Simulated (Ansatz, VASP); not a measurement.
## SnSe2 in VASP and in Ansatz

```xyz
3
Lattice="3.8178 0.0000 0.0000 -1.9089 3.3063 0.0000 0.0000 0.0000 6.1563" Properties=species:S:1:pos:R:3 pbc="T T T"
Sn    0.0000    0.0000    0.0000
Se    0.0000    2.2042    1.5866
Se    1.9089    1.1021    4.5697
```

Alike in both runs: task single point; functional PBEsol; k mesh 12 × 12 × 6; occupations gaussian, width 0.02 eV; no spin polarisation.

|  | VASP | Ansatz |
| --- | --- | --- |
| version | VASP 6.6.1 | Ansatz 0.2.0 |
| potentials or method | VASP PAW PBE potentials, release 64 (Sn_d, Se), cutoff 500 eV | scalar-relativistic, plane waves, PAW |
| valence electrons in the cell | 26 | 46 |

VASP gave:

* gap on the k mesh at the Fermi level (eV): 0.49
* least direct gap on the mesh (eV): 0.99
* pressure (GPa): 0.1
* rms of the force components (eV/Å): 0.009

Question: What did Ansatz give for the same quantities?

Answer: gap on the k mesh at the Fermi level (eV): 0.49; least direct gap on the mesh (eV): 1.00; pressure (GPa): 0.0; rms of the force components (eV/Å): 0.000.

VASP's potentials were made for PBE, not for PBEsol. Atom by atom the forces differ by 0.009 eV/Å (rms over components). With one functional, cell and mesh, what is left measures potentials, basis and numerics. VASP's potentials hold 26 valence electrons a cell and Ansatz's 46, so a difference there can come from the potentials and not from the codes.
